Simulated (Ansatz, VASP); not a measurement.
**Two plane-wave programs on Rh**

Contents of INCAR:

```
PREC = Accurate
ENCUT = 600
EDIFF = 1E-7
ISMEAR = -1
SIGMA = 0.05
LREAL = F
LASPH = T
NELM = 150
ALGO = Normal
ISIF = 3
LWAVE = F
LCHARG = F
ISPIN = 2
MAGMOM = 1 1
LORBIT = 11
LMAXMIX = 4
GGA = PE
IBRION = 2
NSW = 80
EDIFFG = -0.01
```

The input KPOINTS:

```
Automatic mesh
0
Gamma
  10 10 10
```

File POSCAR:

```
Rh
1.0
    0.0000000000      2.6478639740      2.6478639740
    2.6478639740      0.0000000000      2.6478639740
    2.6478639740      2.6478639740      0.0000000000
Rh
2
Direct
    0.1250000000      0.1250000000      0.1250000000
    0.8750000000      0.8750000000      0.8750000000
```

Input for Ansatz:

```yaml
crystal:
  lattice:
    - [0.0, 2.647863974, 2.647863974]
    - [2.647863974, 0.0, 2.647863974]
    - [2.647863974, 2.647863974, 0.0]
  atoms:
    - { symbol: Rh, position: [0.125, 0.125, 0.125], spin: 1.0 }
    - { symbol: Rh, position: [0.875, 0.875, 0.875], spin: 1.0 }
hamiltonian:
  xc: pbe
  pseudopotentials:
    kind: paw
    azcp:
      Rh: "pseudopotentials/Rh.paw.azcp"
basis:
  ecutwfc: 420
  fft_grid_basis: typed
kpoints:
  mp_grid: { grid: [10, 10, 10], shift: [0, 0, 0] }
magnetization:
  spin_polarized: true
scf:
  occupations: { method: fermi_dirac, width: 0.05 }
relax:
  max_steps: 60
  f_tol: 0.01
  cell: {}
```

Alike in both runs: task relaxation of cell and atoms; functional PBE; k mesh 10 × 10 × 10; occupations fermi-dirac, width 0.05 eV; collinear spin.

|  | VASP | Ansatz |
| --- | --- | --- |
| version | VASP 6.6.1 | Ansatz 0.2.0 |
| potentials or method | VASP PAW PBE potentials, release 64 (Rh_pv), cutoff 600 eV | plane waves (420 eV) with PAW, scalar-relativistic |
| valence electrons in the cell | 30 | 34 |

```csv
,VASP,Ansatz,Ansatz less VASP
net moment per atom (μB),0.00,0.00,0.000
relaxed volume (Å³/atom),20.97,20.96,-0.011
relaxed cell length with the largest relative difference (Å),3.900,3.899,-0.0007
```

VASP's potentials hold 30 valence electrons a cell and Ansatz's 34, so a difference there can come from the potentials and not from the codes. Ansatz's warnings: seeded moment not kept.
